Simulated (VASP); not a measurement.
# GaSb (F-43m) in VASP: a series of runs, part 2 of 2

VASP 6.6.1.

**3. Relaxation of cell and atoms, PBE, target pressure 5 GPa, at which the enthalpy is minimised**

This run uses another cell than the first one, of 30.02 Å³/atom.

Contents of INCAR:

```
PREC = Accurate
ENCUT = 600
EDIFF = 1E-7
ISMEAR = -1
SIGMA = 0.15
LREAL = F
LASPH = T
NELM = 60
ALGO = Normal
ISIF = 3
LWAVE = F
LCHARG = F
GGA = PE
IBRION = 2
NSW = 80
EDIFFG = -0.001
PSTRESS = 50.0
```

Contents of KPOINTS:

```
Automatic mesh
0
Gamma
  12 12 12
```

Contents of POSCAR:

```
GaSb
1.0
    0.0000000000      3.1078060433      3.1078060433
    3.1078060433      0.0000000000      3.1078060433
    3.1078060433      3.1078060433      0.0000000000
Ga Sb
1 1
Direct
    0.0000000000      0.0000000000      0.0000000000
    0.7500000000      0.7500000000      0.7500000000
```

Potentials or basis: VASP PAW PBE potentials, release 64 (Ga_d, Sb).

On the command line:

```
> cat potpaw_PBE.64/Ga_d/POTCAR potpaw_PBE.64/Sb/POTCAR > POTCAR
> mpirun -np 1 vasp_std > vasp.out
```

OUTCAR:

```text
PREC = Accurate
   ENCUT = 600
   EDIFF = 1E-7
   ISMEAR = -1
   LREAL = F
   LASPH = T
   NELM = 60
   ISIF = 3
   GGA = PE
   IBRION = 2
   NSW = 80
   EDIFFG = -0.001
   PSTRESS = 50.0

 ion  position               nearest neighbor table
   1  0.000  0.000  0.000-   2 2.69   2 2.69   2 2.69   2 2.69
   2  0.750  0.750  0.750-   1 2.69   1 2.69   1 2.69   1 2.69

  LATTYP: Found a face centered cubic cell.
 ALAT       =     6.2156120866

  Lattice vectors:

 A1 = (   0.0000000000,   3.1078060433,   3.1078060433)
 A2 = (   3.1078060433,   0.0000000000,   3.1078060433)
 A3 = (   3.1078060433,   3.1078060433,   0.0000000000)

Analysis of symmetry for initial positions (statically):
=====================================================================
 Subroutine PRICEL returns:
 Original cell was already a primitive cell.

 Routine SETGRP: Setting up the symmetry group for a
 face centered cubic supercell.

 Subroutine GETGRP returns: Found 24 space group operations
 (whereof 24 operations were pure point group operations)
 out of a pool of 48 trial point group operations.

The static configuration has the point symmetry T_d .

Analysis of symmetry for dynamics (positions and initial velocities):
=====================================================================
 Subroutine PRICEL returns:
 Original cell was already a primitive cell.

 Routine SETGRP: Setting up the symmetry group for a
 face centered cubic supercell.

 Subroutine GETGRP returns: Found 24 space group operations
 (whereof 24 operations were pure point group operations)
 out of a pool of 48 trial point group operations.

The dynamic configuration has the point symmetry T_d .

 Subroutine INISYM returns: Found 24 space group operations
 (whereof 24 operations are pure point group operations),
 and found     1 'primitive' translations

----------------------------------------------------------------------------------------

                                     Primitive cell

  volume of cell :      60.0332

  direct lattice vectors                    reciprocal lattice vectors
     0.000000000  3.107806043  3.107806043    -0.160885201  0.160885201  0.160885201
     3.107806043  0.000000000  3.107806043     0.160885201 -0.160885201  0.160885201
     3.107806043  3.107806043  0.000000000     0.160885201  0.160885201 -0.160885201

  length of vectors
     4.395101456  4.395101456  4.395101456     0.278661342  0.278661342  0.278661342

  position of ions in fractional coordinates (direct lattice)
     0.000000000  0.000000000  0.000000000
     0.750000000  0.750000000  0.750000000

  ion indices of the primitive-cell ions
   primitive index   ion index
                 1           1
                 2           2

----------------------------------------------------------------------------------------

 KPOINTS: Automatic mesh

Automatic generation of k-mesh.
 Grid dimensions read from file:
 generate k-points for:   12   12   12

 Generating k-lattice:

  Cartesian coordinates                     Fractional coordinates (reciprocal lattice)
    -0.013407100  0.013407100  0.013407100     0.083333333  0.000000000  0.000000000
     0.013407100 -0.013407100  0.013407100     0.000000000  0.083333333  0.000000000
     0.013407100  0.013407100 -0.013407100     0.000000000  0.000000000  0.083333333

  Length of vectors
     0.023221779  0.023221779  0.023221779

  Shift w.r.t. Gamma in fractional coordinates (k-lattice)
     0.000000000  0.000000000  0.000000000

 Subroutine IBZKPT returns following result:
 ===========================================

 Found     72 irreducible k-points:

 Following reciprocal coordinates:
            Coordinates               Weight
  0.000000  0.000000  0.000000      1.000000
  0.083333  0.000000  0.000000      8.000000
  0.166667  0.000000  0.000000      8.000000
  0.250000  0.000000  0.000000      8.000000
  0.333333  0.000000  0.000000      8.000000
  0.416667  0.000000  0.000000      8.000000
[... 16 lines left out ...]
  0.500000  0.166667  0.000000     24.000000
 -0.416667  0.166667  0.000000     24.000000
 [... further k-points ...]
   k-points           NKPTS =     72   k-points in BZ     NKDIM =     72   number of bands    NBANDS=     13
   number of dos      NEDOS =    301   number of ions     NIONS =      2
   total plane-waves  NPLWV =  46656
   dimension x,y,z NGX =    36 NGY =   36 NGZ =   36
   dimension x,y,z NGXF=    72 NGYF=   72 NGZF=   72
   ions per type =               1   1
   NGX,Y,Z   is equivalent  to a cutoff of  13.62, 13.62, 13.62 a.u.
   NGXF,Y,Z  is equivalent  to a cutoff of  27.23, 27.23, 27.23 a.u.
 SYSTEM =  unknown system
   PREC   = accura    normal or accurate (medium, high low for compatibility)
   ISTART =      0    job   : 0-new  1-cont  2-samecut
   ICHARG =      2    charge: 1-file 2-atom 10-const
   ISPIN  =      1    spin polarized calculation?
   LNONCOLLINEAR =      F non collinear calculations
   LSORBIT =      F    spin-orbit coupling
   LASPH  =      T    aspherical Exc in radial PAW
   ENCUT  =  600.0 eV  44.10 Ry    6.64 a.u.   8.78  8.78  8.78*2*pi/ulx,y,z
   NELM   =     60;   NELMIN=  2; NELMDL= -5     # of ELM steps
   EDIFF  = 0.1E-06   stopping-criterion for ELM
   LREAL  =      F    real-space projection
   EDIFFG = -.1E-02   stopping-criterion for IOM
   NSW    =     80    number of steps for IOM
   IBRION =      2    ionic relax: 0-MD 1-quasi-New 2-CG
   NFREE  =      1    steps in history (QN), initial steepest desc. (CG)
   ISIF   =      3    stress and relaxation
   ISYM   =      2    0-nonsym 1-usesym 2-fastsym
   POTIM  = 0.5000    time-step for ionic-motion
   TEBEG  =    0.0;   TEEND  =   0.0 temperature during run
   PSTRESS=   50.0 pullay stress
   NELECT =      18.0000    total number of electrons
   NUPDOWN=      -1.0000    fix difference up-down
   EMIN   =  10.00;   EMAX   =-10.00  energy-range for DOS
   EFERMI =   0.00;   METHOD = LEGACY
   ISMEAR =    -1;   SIGMA  =   0.15  broadening in eV -4-tet -1-fermi 0-gaus
   EFERMI_NEDOS =   21; number of points for ismear=-14 and -15
   IALGO  =     38    algorithm
   IMIX   =      4    mixing-type and parameters
     AMIX     =   0.40;   BMIX     =  1.00
     AMIX_MAG =   1.60;   BMIX_MAG =  1.00
  volume/ion in A,a.u.               =      30.02       202.56
  Fermi-wavevector in a.u.,A,eV,Ry     =   1.095725  2.070621 16.335350  1.200614
  Thomas-Fermi vector in A             =   2.232054
   LORBIT       =      0    0 simple, 1 ext, 2 COOP (PROOUT), +10 PAW based schemes
   GGA     = PE    functional components
   LHFCALC =     F    Hartree Fock is set to
   AEXX    =    0.0000 exact exchange contribution
   IVDW    =     0    specifies the selected vdW correction
   LEPSILON=     F    determine dielectric tensor
   LRPA    =     F    only Hartree local field effects (RPA)
 conjugate gradient relaxation of ions
 non-spin polarized calculation
  energy-cutoff  :      600.00
  volume of cell :       60.03
 maximum number of plane-waves:      2044
   NGX = 17   NGY = 17   NGZ = 17

--------------------------------------- Ionic step        1  -------------------------------------------

 number of electron      17.9999991 magnetization

 Free energy of the ion-electron system (eV)
  ---------------------------------------------------
  ext. energy  EPLUGINS =         0.00000000
  ---------------------------------------------------
  free energy    TOTEN  =        -7.37529272 eV

  energy without entropy =       -7.36774506  energy(sigma->0) =       -7.37151889

 E-fermi :   4.5783     XC(G=0):  -8.8847

 val. band max:        4.3942194993   @ k =   0.0000   0.0000   0.0000
 cond. band min:       4.7038865182   @ k =   0.5000   0.0000   0.0000
 fundamental gap:      0.3096670189
 Fermi energy:         4.5782854293

 k-point     1 :       0.0000    0.0000    0.0000
  band No.  band energies     occupation
      1     -10.5493      2.00000
      2     -10.5493      2.00000
      3     -10.5493      2.00000
      4     -10.5064      2.00000
      5     -10.5064      2.00000
      6      -6.7619      2.00000
      7       4.1000      1.92079
      8       4.3942      1.54663
      9       4.3942      1.54662
     10       4.3942      1.54662
     11       7.1838      0.00000
     12       7.1838      0.00000
     13       7.1838      0.00000
[... 441 lines left out ...]
  enthalpy is  TOTEN    =        -5.5607620783 eV   P V=        1.6333448938

--------------------------------------- Ionic step        3  -------------------------------------------

 number of electron      18.0000002 magnetization

 Free energy of the ion-electron system (eV)
  ---------------------------------------------------
  ext. energy  EPLUGINS =         0.00000000
  ---------------------------------------------------
  free energy    TOTEN  =        -7.30109180 eV

  energy without entropy =       -7.29608390  energy(sigma->0) =       -7.29858785

 E-fermi :   5.5570     XC(G=0):  -9.2749

 val. band max:        5.3070573755   @ k =   0.0000   0.0000   0.0000
 cond. band min:       5.6475428390   @ k =   0.0000   0.0000   0.0000
 fundamental gap:      0.3404854634
 Fermi energy:         5.5570388709

 k-point     1 :       0.0000    0.0000    0.0000
  band No.  band energies     occupation
      1      -9.8136      2.00000
      2      -9.8136      2.00000
      3      -9.8136      2.00000
      4      -9.7570      2.00000
      5      -9.7570      2.00000
      6      -6.4692      2.00000
      7       5.3071      1.68223
      8       5.3071      1.68223
      9       5.3071      1.68223
     10       5.6475      0.70715
     11       8.0702      0.00000
     12       8.0702      0.00000
     13       8.0702      0.00000
[... 397 lines left out ...]
  FREE ENERGIE OF THE ION-ELECTRON SYSTEM (eV)
  ---------------------------------------------------
  free  energy   TOTEN  =        -7.3010918029 eV

  energy  without entropy=       -7.2960839017  energy(sigma->0) =       -7.29858785

  enthalpy is  TOTEN    =        -5.5878108930 eV   P V=        1.7132809099

 reached required accuracy - stopping structural energy minimisation
```

OSZICAR:

```text
N       E                     dE             d eps       ncg     rms          rms(c)
DAV:   1     0.794412257804E+02    0.79441E+02   -0.93322E+03  1872   0.179E+03
DAV:   2    -0.161451790543E+01   -0.81056E+02   -0.78591E+02  2047   0.323E+02
DAV:   3    -0.731600361830E+01   -0.57015E+01   -0.56465E+01  2337   0.733E+01
[... 31 lines left out ...]
DAV:   6    -0.730109095855E+01    0.65582E-04   -0.21257E-04  2237   0.293E-01    0.141E-02
DAV:   7    -0.730109091247E+01    0.46078E-07   -0.35809E-05  2313   0.114E-01    0.506E-03
DAV:   8    -0.730109164165E+01   -0.72917E-06   -0.44329E-06  2158   0.276E-02    0.579E-04
DAV:   9    -0.730109178464E+01   -0.14300E-06   -0.20920E-07  1782   0.457E-03    0.560E-04
DAV:  10    -0.730109180293E+01   -0.18287E-07   -0.31176E-08   956   0.267E-03
   3 F= -.55878109E+01 E0= -.55853069E+01  d E =-.860071E-01
```

Run time: 2.5 min. Hardware: 1 thread of AMD EPYC 9R14 (Zen 4), shared host; peak memory 0.23 GiB.

What came out:

```
Free energy                                                : -7.3011 eV
Relaxed volume                                             : 27.45 Å³/atom
Relaxed cell                                               : a = 4.266 Å, b = 4.266 Å, c = 4.266 Å, α = 60.00°, β = 60.00°, γ = 60.00°
Space group after relaxing (to 0.1 Å)                      : F-43m (No. 216)
Energy change on relaxing (the run minimises the enthalpy) : +37.1 meV/atom
Ionic steps                                                : 3
Pressure after relaxing                                    : 5.0 GPa
Band gap on the k mesh                                     : 0.34 eV
```

Step by step:
```tsv
step	energy change (eV)	largest force (eV/Å)	pressure (GPa)	volume (Å³)
1	0.0000	0.0000	0.05	60.03
2	0.1812	0.0000	8.55	52.34
3	0.0742	0.0000	5.00	54.90
```

Final structure:
```
Ga Sb
1.0
     0.00000    3.01657    3.01657
     3.01657    0.00000    3.01657
     3.01657    3.01657    0.00000
Ga Sb
1 1
Direct
  0.00000 0.00000 0.00000
  0.75000 0.75000 0.75000
```

Caveat: the cell is relaxed towards a set pressure, so the run minimises the enthalpy, not the energy; semilocal functionals underestimate gaps, and a narrow one can read as zero; spin-orbit coupling is left out, which moves the levels of the heavy elements. A k mesh can miss the band edges.

**4. Relaxation of cell and atoms, PBE**

This run uses another cell than the first one, of 29.99 Å³/atom.

Contents of INCAR:

```
SYSTEM = GaSb
ALGO = Normal ; EDIFF = 1E-6
EDIFFG = -0.001 ; ENCUT = 600
GGA = PE ; IBRION = 2
ISIF = 3 ; ISMEAR = -1
LASPH = .True. ; LCHARG = .False.
LREAL = .False. ; LWAVE = .False.
NELM = 100 ; NSW = 80
PREC = Accurate ; SIGMA = 0.15
```

Contents of KPOINTS:

```
k-points
0
Gamma
  12 12 12
  0 0 0
```

Contents of POSCAR:

```
GaSb
1.0
    0.0000000000      3.1069206342      3.1069206342
    3.1069206342      0.0000000000      3.1069206342
    3.1069206342      3.1069206342      0.0000000000
Ga Sb
1 1
Direct
    0.0000000000      0.0000000000      0.0000000000
    0.2500000000      0.2500000000      0.2500000000
```

Potentials or basis: VASP PAW PBE potentials, release 64 (Ga_d, Sb).

On the command line:

```
> cat potpaw_PBE.64/Ga_d/POTCAR potpaw_PBE.64/Sb/POTCAR > POTCAR
> mpirun -np 1 vasp_std > vasp.out
```

OUTCAR:

```text
SYSTEM = GaSb
   EDIFF = 1E-6
   EDIFFG = -0.001
   ENCUT = 600
   GGA = PE
   IBRION = 2
   ISIF = 3
   ISMEAR = -1
   LASPH = .True.
   LREAL = .False.
   NELM = 100
   NSW = 80
   PREC = Accurate

 ion  position               nearest neighbor table
   1  0.000  0.000  0.000-   2 2.69   2 2.69   2 2.69   2 2.69
   2  0.250  0.250  0.250-   1 2.69   1 2.69   1 2.69   1 2.69

  LATTYP: Found a face centered cubic cell.
 ALAT       =     6.2138412684

  Lattice vectors:

 A1 = (   0.0000000000,   3.1069206342,   3.1069206342)
 A2 = (   3.1069206342,   0.0000000000,   3.1069206342)
 A3 = (   3.1069206342,   3.1069206342,   0.0000000000)

Analysis of symmetry for initial positions (statically):
=====================================================================
 Subroutine PRICEL returns:
 Original cell was already a primitive cell.

 Routine SETGRP: Setting up the symmetry group for a
 face centered cubic supercell.

 Subroutine GETGRP returns: Found 24 space group operations
 (whereof 24 operations were pure point group operations)
 out of a pool of 48 trial point group operations.

The static configuration has the point symmetry T_d .

Analysis of symmetry for dynamics (positions and initial velocities):
=====================================================================
 Subroutine PRICEL returns:
 Original cell was already a primitive cell.

 Routine SETGRP: Setting up the symmetry group for a
 face centered cubic supercell.

 Subroutine GETGRP returns: Found 24 space group operations
 (whereof 24 operations were pure point group operations)
 out of a pool of 48 trial point group operations.

The dynamic configuration has the point symmetry T_d .

 Subroutine INISYM returns: Found 24 space group operations
 (whereof 24 operations are pure point group operations),
 and found     1 'primitive' translations

----------------------------------------------------------------------------------------

                                     Primitive cell
[... 145 lines left out ...]
  --------------------------------------------------------------------------------------
  -------------------------------------------------------------------------------------
  Total        0.0354875      0.0354875      0.0354875      0.0000000      0.0000000      0.0000000
  in kB        0.9479069      0.9479069      0.9479069      0.0000000      0.0000000      0.0000000
  external PRESSURE =       0.9479069 kB  Pullay stress =       0.0000000 kB
[... 89 lines left out ...]
  FREE ENERGIE OF THE ION-ELECTRON SYSTEM (eV)
  ---------------------------------------------------
  free  energy   TOTEN  =        -7.3752993056 eV

  energy  without entropy=       -7.3677042668  energy(sigma->0) =       -7.37150179

[... ionic steps 4 to 29 ...]

--------------------------------------- Ionic step       30  -------------------------------------------

 number of electron      17.9999991 magnetization

------------------------ aborting loop because EDIFF is reached ----------------------------------------
[... 67 lines left out ...]
--------------------------------------- Ionic step       32  -------------------------------------------

 number of electron      17.9999991 magnetization

 Free energy of the ion-electron system (eV)
  ---------------------------------------------------
  ext. energy  EPLUGINS =         0.00000000
  ---------------------------------------------------
  free energy    TOTEN  =        -7.37529908 eV

  energy without entropy =       -7.36769795  energy(sigma->0) =       -7.37149851

 E-fermi :   4.5642     XC(G=0):  -8.8789

 val. band max:        4.3810121823   @ k =   0.0000   0.0000   0.0000
 cond. band min:       4.6880702066   @ k =   0.5000   0.0000   0.0000
 fundamental gap:      0.3070580242
 Fermi energy:         4.5641598417

 k-point     1 :       0.0000    0.0000    0.0000
  band No.  band energies     occupation
      1     -10.5601      2.00000
      2     -10.5601      2.00000
      3     -10.5601      2.00000
      4     -10.5175      2.00000
      5     -10.5175      2.00000
      6      -6.7662      2.00000
      7       4.0775      1.92492
      8       4.3810      1.54448
      9       4.3810      1.54447
     10       4.3810      1.54447
     11       7.1709      0.00000
     12       7.1709      0.00000
     13       7.1709      0.00000
[... 354 lines left out ...]
  band No.  band energies     occupation
      1     -10.5851      2.00000
      2     -10.5492      2.00000
      3     -10.5485      2.00000
      4     -10.5187      2.00000
      5     -10.5174      2.00000
      6      -5.0855      2.00000
      7      -1.7005      2.00000
      8       1.7948      2.00000
      9       3.0122      1.99994
     10       5.9875      0.00015
     11       8.1282      0.00000
     12       8.8915      0.00000
     13      11.1243      0.00000

 [... further k-points ...]

------------------------ aborting loop because EDIFF is reached ----------------------------------------

  FORCE on cell =-STRESS in cart. coord.  units (eV):
  Direction    XX          YY          ZZ          XY          YZ          ZX
  --------------------------------------------------------------------------------------
  -------------------------------------------------------------------------------------
  Total       -0.0018947     -0.0018947     -0.0018947      0.0000000      0.0000000     -0.0000000
  in kB       -0.0504974     -0.0504974     -0.0504974      0.0000000      0.0000000     -0.0000000
  external PRESSURE =      -0.0504974 kB  Pullay stress =       0.0000000 kB
[... 17 lines left out ...]
  FREE ENERGIE OF THE ION-ELECTRON SYSTEM (eV)
  ---------------------------------------------------
  free  energy   TOTEN  =        -7.3752990798 eV

  energy  without entropy=       -7.3676979460  energy(sigma->0) =       -7.37149851

 reached required accuracy - stopping structural energy minimisation
```

It took 3.9 min on 1 thread of AMD EPYC 9R45 (Zen 5), shared host; peak memory 0.23 GiB.

Results:

* Free energy: -7.3753 eV
* Relaxed volume: 30.06 Å³/atom
* Relaxed cell: a = 4.397 Å, b = 4.397 Å, c = 4.397 Å, α = 60.00°, β = 60.00°, γ = 60.00°
* Space group after relaxing (to 0.1 Å): F-43m (No. 216)
* Energy gained by relaxing: 0.0 meV/atom
* Ionic steps: 32
* Pressure after relaxing: 0.0 GPa
* Band gap on the k mesh: zero (filled and empty bands touch)

Final structure:
```
Ga Sb
1.0
     0.00000    3.10922    3.10922
     3.10922    0.00000    3.10922
     3.10922    3.10922    0.00000
Ga Sb
1 1
Direct
  0.00000 0.00000 0.00000
  0.25000 0.25000 0.25000
```

Caveat: semilocal functionals underestimate gaps, and a narrow one can read as zero; spin-orbit coupling is left out, which moves the levels of the heavy elements.

**5. Overview**

```tsv
cell	smearing	gap on the mesh (eV)	pressure (GPa)
relaxed to 22 GPa from a = 4.158 Å, angles 60.0°, 2 atoms	gaussian 0.01 eV	0.47	22.0
relaxed to 5 GPa from a = 4.395 Å, angles 60.0°, 2 atoms	fermi-dirac 0.15 eV	0.34	5.0
relaxed from a = 4.394 Å, angles 60.0°, 2 atoms	fermi-dirac 0.15 eV	none	0.0
```

Alike in all rows: task relaxation of cell and atoms; level PBE; potentials or basis VASP PAW PBE potentials, release 64 (Ga_d, Sb); no spin polarisation; k mesh 12 × 12 × 12; cutoff (eV) 600.

Caveats: semilocal functionals underestimate gaps, and a narrow one can read as zero; spin-orbit coupling is left out, which moves the levels of the heavy elements; the cell is relaxed towards a set pressure, so the run minimises the enthalpy, not the energy (at least some runs).

Total energies depend on the potentials used, so only differences within one code and one set of settings carry meaning.

The gap in the log of VASP goes by the Fermi energy; the results here count the filled bands.